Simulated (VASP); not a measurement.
# Eu (Im-3m) in VASP: further runs

The runs below take Eu through single point, with LDA.

Program: VASP 6.6.1. These are calculated values, not measurements. Logs are shortened: lines on timing, memory, paths and dates and some standing lists are left out, and cuts for length are marked.

## (1) The cell of the first run

It takes space group Im-3m (No. 229, cubic). The conventional cell has a = 4.109 Å, b = 4.109 Å, c = 4.109 Å, α = 90.00°, β = 90.00°, γ = 90.00°. Within 4.7 Å of Eu (site symmetry m-3m) lie 14 Eu at 3.56 to 4.11 Å.

## (2) Single point, LDA, collinear spin, ferromagnetic start

The input, INCAR:

```
SYSTEM = Eu
PREC = Accurate ; ENCUT = 520
EDIFF = 1E-6 ; ISMEAR = -1
SIGMA = 0.05 ; LREAL = .False.
LASPH = .True. ; NELM = 150
ALGO = Normal ; ISIF = 2
LWAVE = .False. ; LCHARG = .False.
ISPIN = 2 ; MAGMOM = 6.925
LORBIT = 11 ; LMAXMIX = 6
GGA = CA ; NBANDS = 18
```

The input, KPOINTS:

```
Automatic mesh
0
Gamma
  2 2 2
  0 0 0
```

The input, POSCAR:

```
Eu
1.0
   -2.0544259245      2.0544259245      2.0544259245
    2.0544259245     -2.0544259245      2.0544259245
    2.0544259245      2.0544259245     -2.0544259245
Eu
1
Direct
    0.0000000000      0.0000000000      0.0000000000
```

Potentials or basis: VASP PAW PBE potentials, release 64 (Eu).

On the command line:

```
$ cat potpaw_PBE.64/Eu/POTCAR > POTCAR
$ mpirun -np 1 vasp_std > vasp.out
```

OUTCAR:

```text
SYSTEM = Eu
   PREC = Accurate
   ENCUT = 520
   EDIFF = 1E-6
   ISMEAR = -1
   LREAL = .False.
   LASPH = .True.
   NELM = 150
   ISIF = 2
   ISPIN = 2
   LORBIT = 11
   GGA = CA

 ion  position               nearest neighbor table
   1  0.000  0.000  0.000-

  LATTYP: Found a body centered cubic cell.
 ALAT       =     4.1088518490

  Lattice vectors:

 A1 = (  -2.0544259245,   2.0544259245,   2.0544259245)
 A2 = (   2.0544259245,  -2.0544259245,   2.0544259245)
 A3 = (   2.0544259245,   2.0544259245,  -2.0544259245)

Analysis of symmetry for initial positions (statically):
=====================================================================
 Subroutine PRICEL returns:
 Original cell was already a primitive cell.

 Routine SETGRP: Setting up the symmetry group for a
 body centered cubic supercell.

 Subroutine GETGRP returns: Found 48 space group operations
 (whereof 48 operations were pure point group operations)
 out of a pool of 48 trial point group operations.

The static configuration has the point symmetry O_h .

Analysis of symmetry for dynamics (positions and initial velocities):
=====================================================================
 Subroutine PRICEL returns:
 Original cell was already a primitive cell.

 Routine SETGRP: Setting up the symmetry group for a
 body centered cubic supercell.

 Subroutine GETGRP returns: Found 48 space group operations
 (whereof 48 operations were pure point group operations)
 out of a pool of 48 trial point group operations.

The dynamic configuration has the point symmetry O_h .

Analysis of structural, dynamic, and magnetic symmetry:
=====================================================================
 Subroutine PRICEL returns:
 Original cell was already a primitive cell.

 Routine SETGRP: Setting up the symmetry group for a
 body centered cubic supercell.

 Subroutine GETGRP returns: Found 48 space group operations
 (whereof 48 operations were pure point group operations)
 out of a pool of 48 trial point group operations.

The overall configuration has the point symmetry O_h .

 Subroutine INISYM returns: Found 48 space group operations
 (whereof 48 operations are pure point group operations),
 and found     1 'primitive' translations

----------------------------------------------------------------------------------------

                                     Primitive cell

  volume of cell :      34.6842

  direct lattice vectors                    reciprocal lattice vectors
    -2.054425924  2.054425924  2.054425924     0.000000000  0.243376991  0.243376991
     2.054425924 -2.054425924  2.054425924     0.243376991  0.000000000  0.243376991
     2.054425924  2.054425924 -2.054425924     0.243376991  0.243376991  0.000000000

  length of vectors
     3.558370082  3.558370082  3.558370082     0.344187042  0.344187042  0.344187042

  position of ions in fractional coordinates (direct lattice)
     0.000000000  0.000000000  0.000000000

  ion indices of the primitive-cell ions
   primitive index   ion index
                 1           1

----------------------------------------------------------------------------------------

 KPOINTS: Automatic mesh

Automatic generation of k-mesh.
 Grid dimensions read from file:
 generate k-points for:    2    2    2

 Generating k-lattice:

  Cartesian coordinates                     Fractional coordinates (reciprocal lattice)
     0.000000000  0.121688496  0.121688496     0.500000000  0.000000000  0.000000000
     0.121688496  0.000000000  0.121688496     0.000000000  0.500000000  0.000000000
     0.121688496  0.121688496  0.000000000     0.000000000  0.000000000  0.500000000

  Length of vectors
     0.172093521  0.172093521  0.172093521

  Shift w.r.t. Gamma in fractional coordinates (k-lattice)
     0.000000000  0.000000000  0.000000000

 Subroutine IBZKPT returns following result:
 ===========================================

 Found      3 irreducible k-points:

 Following reciprocal coordinates:
            Coordinates               Weight
  0.000000  0.000000  0.000000      1.000000
  0.500000  0.000000  0.000000      6.000000
  0.500000  0.500000  0.500000      1.000000
   k-points           NKPTS =      3   k-points in BZ     NKDIM =      3   number of bands    NBANDS=     18
   number of dos      NEDOS =    301   number of ions     NIONS =      1
   total plane-waves  NPLWV =  21952
   dimension x,y,z NGX =    28 NGY =   28 NGZ =   28
   dimension x,y,z NGXF=    56 NGYF=   56 NGZF=   56
   ions per type =               1
   NGX,Y,Z   is equivalent  to a cutoff of  13.08, 13.08, 13.08 a.u.
   NGXF,Y,Z  is equivalent  to a cutoff of  26.16, 26.16, 26.16 a.u.
 SYSTEM =  Eu
   PREC   = accura    normal or accurate (medium, high low for compatibility)
   ISTART =      0    job   : 0-new  1-cont  2-samecut
   ICHARG =      2    charge: 1-file 2-atom 10-const
   ISPIN  =      2    spin polarized calculation?
   LNONCOLLINEAR =      F non collinear calculations
   LSORBIT =      F    spin-orbit coupling
   LASPH  =      T    aspherical Exc in radial PAW
   ENCUT  =  520.0 eV  38.22 Ry    6.18 a.u.   6.62  6.62  6.62*2*pi/ulx,y,z
   NELM   =    150;   NELMIN=  2; NELMDL= -5     # of ELM steps
   EDIFF  = 0.1E-05   stopping-criterion for ELM
   LREAL  =      F    real-space projection
   EDIFFG = 0.1E-04   stopping-criterion for IOM
   NSW    =      0    number of steps for IOM
   IBRION =     -1    ionic relax: 0-MD 1-quasi-New 2-CG
   NFREE  =      0    steps in history (QN), initial steepest desc. (CG)
   ISIF   =      2    stress and relaxation
   ISYM   =      2    0-nonsym 1-usesym 2-fastsym
   POTIM  = 0.5000    time-step for ionic-motion
   TEBEG  =    0.0;   TEEND  =   0.0 temperature during run
   PSTRESS=    0.0 pullay stress
   NELECT =      17.0000    total number of electrons
   NUPDOWN=      -1.0000    fix difference up-down
   EMIN   =  10.00;   EMAX   =-10.00  energy-range for DOS
   EFERMI =   0.00;   METHOD = LEGACY
   ISMEAR =    -1;   SIGMA  =   0.05  broadening in eV -4-tet -1-fermi 0-gaus
   EFERMI_NEDOS =   21; number of points for ismear=-14 and -15
   IALGO  =     38    algorithm
   IMIX   =      4    mixing-type and parameters
     AMIX     =   0.40;   BMIX     =  1.00
     AMIX_MAG =   1.60;   BMIX_MAG =  1.00
  volume/ion in A,a.u.               =      34.68       234.06
  Fermi-wavevector in a.u.,A,eV,Ry     =   1.290765  2.439193 22.668331  1.666075
  Thomas-Fermi vector in A             =   2.422577
   LORBIT       =     11    0 simple, 1 ext, 2 COOP (PROOUT), +10 PAW based schemes
   GGA     = CA    functional components
   LHFCALC =     F    Hartree Fock is set to
   AEXX    =    0.0000 exact exchange contribution
   IVDW    =     0    specifies the selected vdW correction
   LEPSILON=     F    determine dielectric tensor
   LRPA    =     F    only Hartree local field effects (RPA)
 spin polarized calculation
  energy-cutoff  :      520.00
  volume of cell :       34.68
 maximum number of plane-waves:       959
 NGX is ok and might be reduce to    28
   NGX = 13   NGY = 13   NGZ = 13

 number of electron      17.0000002 magnetization       6.7497482

 Free energy of the ion-electron system (eV)
  ---------------------------------------------------
  ext. energy  EPLUGINS =         0.00000000
  ---------------------------------------------------
  free energy    TOTEN  =       -12.54705501 eV

  energy without entropy =      -12.50202237  energy(sigma->0) =      -12.52453869

 E-fermi :   2.2958     XC(G=0):  -9.9441

 val. band max:        2.2290221896   @ k =   0.0000   0.0000   0.0000
 cond. band min:       2.9199802420   @ k =   0.5000   0.0000   0.0000
 fundamental gap:      0.6909580524
 Fermi energy:         2.2958185512

 spin component 1

 k-point     1 :       0.0000    0.0000    0.0000
  band No.  band energies     occupation
      1     -38.6984      1.00000
      2     -17.1631      1.00000
      3     -17.1631      1.00000
      4     -17.1631      1.00000
      5      -1.7874      1.00000
      6       1.8996      0.99964
[... 10 lines left out ...]
     17       6.7261      0.00000
     18      13.3021      0.00000

 k-point     2 :       0.5000    0.0000    0.0000
  band No.  band energies     occupation
      1     -38.6158      1.00000
      2     -17.9795      1.00000
      3     -17.4233      1.00000
      4     -17.1699      1.00000
      5       0.7563      1.00000
      6       1.9119      0.99954
[... 10 lines left out ...]
     17       9.6122      0.00000
     18      11.2786      0.00000

 k-point     3 :       0.5000    0.5000    0.5000
  band No.  band energies     occupation
      1     -38.5554      1.00000
      2     -17.7257      1.00000
      3     -17.7257      1.00000
      4     -17.7257      1.00000
      5       1.1932      1.00000
      6       1.1932      1.00000
[... 10 lines left out ...]
     17       9.1209      0.00000
     18       9.1209      0.00000
 Fermi energy:         2.2958185512

 spin component 2

 k-point     1 :       0.0000    0.0000    0.0000
  band No.  band energies     occupation
      1     -35.9604      1.00000
      2     -15.0659      1.00000
      3     -15.0659      1.00000
      4     -15.0659      1.00000
      5      -1.3797      1.00000
      6       5.3419      0.00000
[... 10 lines left out ...]
     17       7.5527      0.00000
     18      13.9979      0.00000

 k-point     2 :       0.5000    0.0000    0.0000
  band No.  band energies     occupation
      1     -35.8561      1.00000
      2     -16.0712      1.00000
      3     -15.3790      1.00000
      4     -15.0776      1.00000
      5       1.2180      1.00000
      6       3.5459      0.00000
[... 10 lines left out ...]
     17      10.8275      0.00000
     18      12.0627      0.00000

 k-point     3 :       0.5000    0.5000    0.5000
  band No.  band energies     occupation
      1     -35.7813      1.00000
      2     -15.7465      1.00000
      3     -15.7465      1.00000
      4     -15.7465      1.00000
      5       1.6386      1.00000
      6       1.6386      1.00000
[... 10 lines left out ...]
     17      10.0493      0.00000
     18      10.0493      0.00000

------------------------ aborting loop because EDIFF is reached ----------------------------------------

  FORCE on cell =-STRESS in cart. coord.  units (eV):
  Direction    XX          YY          ZZ          XY          YZ          ZX
  --------------------------------------------------------------------------------------
  -------------------------------------------------------------------------------------
  Total       -2.6366330     -2.6366330     -2.6366330      0.0000000     -0.0000000      0.0000000
  in kB     -121.7948186   -121.7948186   -121.7948186      0.0000000     -0.0000000      0.0000000
  external PRESSURE =    -121.7948186 kB  Pullay stress =       0.0000000 kB

 VOLUME and BASIS-vectors are now :
 -----------------------------------------------------------------------------
  energy-cutoff  :      520.00
  volume of cell :       34.68
      direct lattice vectors                 reciprocal lattice vectors
    -2.054425924  2.054425924  2.054425924     0.000000000  0.243376991  0.243376991
     2.054425924 -2.054425924  2.054425924     0.243376991  0.000000000  0.243376991
     2.054425924  2.054425924 -2.054425924     0.243376991  0.243376991  0.000000000

 POSITION                                       TOTAL-FORCE (eV/Angst)
 -----------------------------------------------------------------------------------
      0.00000      0.00000      0.00000        -0.000000      0.000000      0.000000
 -----------------------------------------------------------------------------------
    total drift:                               -0.000000     -0.000000     -0.000000

  FREE ENERGIE OF THE ION-ELECTRON SYSTEM (eV)
  ---------------------------------------------------
  free  energy   TOTEN  =       -12.5470550054 eV

  energy  without entropy=      -12.5020223690  energy(sigma->0) =      -12.52453869

 total charge

# of ion       s       p       d       f       tot
--------------------------------------------------
    1        2.088   5.570   0.492   6.569  14.719

 magnetization (x)

# of ion       s       p       d       f       tot
--------------------------------------------------
    1       -0.004  -0.080   0.038   6.569   6.523
```

Run time: 5.3 s. Hardware: 1 thread of Intel Xeon 6975P-C (Granite Rapids), shared host; peak memory 0.15 GiB.

Results:

```
Free energy                                           : -12.5471 eV
Pressure                                              : -12.2 GPa
Net moment                                            : 6.75 μB per cell
Site moments                                          : Eu +6.52 μB
Valence electrons inside the program's atomic spheres : Eu 14.72
```

Caveat: the k points lie up to 1.08 Å⁻¹ apart; the PAW data sets were made with another functional, which shifts forces and pressure a little; spin-orbit coupling is left out, which moves the levels of the heavy elements.

## (3) Single point, LDA, collinear spin, ferromagnetic start

The input, INCAR:

```
SYSTEM = Eu
PREC = Accurate
ENCUT = 520
EDIFF = 1E-7
ISMEAR = -1
SIGMA = 0.05
LREAL = .False.
LASPH = .True.
NELM = 150
ALGO = Normal
ISIF = 2
LWAVE = .False.
LCHARG = .False.
ISPIN = 2
MAGMOM = 6.925
LORBIT = 11
LMAXMIX = 6
GGA = CA
NBANDS = 18
```

The input, KPOINTS:

```
regular mesh
0
Gamma
  3 3 3
  0 0 0
```

POSCAR is that of step 2.

Potentials or basis: VASP PAW PBE potentials, release 64 (Eu).

On the command line:

```
$ cat potpaw_PBE.64/Eu/POTCAR > POTCAR
$ mpirun -np 1 vasp_std > vasp.out
```

Run time: 7.5 s. Hardware: 1 thread of Intel Xeon 6975P-C (Granite Rapids), shared host; peak memory 0.15 GiB.

It converged, with:

* Free energy: -11.3148 eV
* Pressure: -2.0 GPa
* Net moment: 7.18 μB per cell
* Site moments: Eu +6.66 μB
* Valence electrons inside the program's atomic spheres: Eu 14.74

Levels at points of the mesh, in eV from the Fermi level:
Spin up:
```tsv
k point	band 9	band 10	band 11	band 12	band 13	band 14	band 15	band 16
(0.00, 0.00, 0.00)	-0.38	-0.38	-0.38	-0.33	1.79	1.79	1.79	4.00
```
Spin down:
```
           k point  band 2  band 3  band 4  band 5  band 6  band 7  band 8  band 9
(0.00, 0.00, 0.00)  -17.61  -17.61  -17.61   -3.91    2.83    2.83    2.83    3.43
```

Caveat: the k points lie up to 0.72 Å⁻¹ apart; the PAW data sets were made with another functional, which shifts forces and pressure a little; spin-orbit coupling is left out, which moves the levels of the heavy elements. The state reached can hang on the start; a lower one may exist.

## (4) Single point, LDA, collinear spin, ferromagnetic start

The input, INCAR:

```
SYSTEM = Eu
PREC = Accurate ; ENCUT = 520
EDIFF = 1E-7 ; ISMEAR = -1
SIGMA = 0.05 ; LREAL = .FALSE.
LASPH = .TRUE. ; NELM = 150
ALGO = Normal ; ISIF = 2
LWAVE = .FALSE. ; LCHARG = .FALSE.
ISPIN = 2 ; MAGMOM = 6.925
LORBIT = 11 ; LMAXMIX = 6
GGA = CA ; NBANDS = 18
```

The input, KPOINTS:

```
Automatic mesh
0
G
  4 4 4
  0 0 0
```

POSCAR is that of step 3.

On the command line:

```
$ cat potpaw_PBE.64/Eu/POTCAR > POTCAR
$ mpirun -np 1 vasp_std > vasp.out
```

Run time: 9.8 s. Hardware: 1 thread of Intel Xeon 6975P-C (Granite Rapids), shared host; peak memory 0.15 GiB.

Results (log left out):

- Free energy: -11.3862 eV
- Pressure: 0.2 GPa
- Band gap on the k mesh: zero (filled and empty bands overlap)
- Net moment: 7.04 μB per cell
- Site moments: Eu +6.61 μB
- Valence electrons inside the program's atomic spheres: Eu 14.71

Levels at points of the mesh, in eV from the Fermi level:
Spin up:
```
           k point  band 8  band 9  band 10  band 11  band 12  band 13  band 14  band 15  band 16  band 17
(0.00, 0.00, 0.00)   -0.56   -0.30    -0.30    -0.30    -0.24     1.98     1.98     1.98     4.13     4.13
(0.50, 0.00, 0.00)   -0.48   -0.34    -0.33    -0.31    -0.28     0.32     1.80     4.09     4.91     7.05
(0.50, 0.50, 0.50)   -0.46   -0.46    -0.46    -0.27    -0.27    -0.27     6.32     6.32     6.32     6.50
```
Spin down:
| k point | band 1 | band 2 | band 3 | band 4 | band 5 | band 6 | band 7 | band 8 | band 9 | band 10 |
| --- | --- | --- | --- | --- | --- | --- | --- | --- | --- | --- |
| (0.00, 0.00, 0.00) | -38.43 | -17.53 | -17.53 | -17.53 | -3.80 | 2.89 | 2.89 | 2.89 | 3.50 | 3.50 |
| (0.50, 0.00, 0.00) | -38.32 | -18.54 | -17.85 | -17.54 | -1.21 | 1.10 | 2.33 | 3.47 | 3.81 | 3.91 |
| (0.50, 0.50, 0.50) | -38.25 | -18.21 | -18.21 | -18.21 | -0.79 | -0.79 | 3.68 | 3.68 | 3.68 | 3.68 |

Caveat: the k points lie up to 0.54 Å⁻¹ apart; the PAW data sets were made with another functional, which shifts forces and pressure a little; spin-orbit coupling is left out, which moves the levels of the heavy elements. The state reached can hang on the start; a lower one may exist.

## (5) Summary

```csv
k mesh,gap on the mesh (eV),pressure (GPa),moment (μB)
2 × 2 × 2,none,-12.2,6.75
3 × 3 × 3,none,-2.0,7.18
4 × 4 × 4,none,0.2,7.04
```

Alike in all rows: task single point; level LDA; potentials or basis VASP PAW PBE potentials, release 64 (Eu); spin collinear, ferromagnetic start; cell as given; cutoff (eV) 520; smearing fermi-dirac 0.05 eV.

Caveats: all runs use coarse meshes; the PAW data sets were made with another functional, which shifts forces and pressure a little; spin-orbit coupling is left out, which moves the levels of the heavy elements.

Total energies depend on the potentials used, so only differences within one code and one set of settings carry meaning.
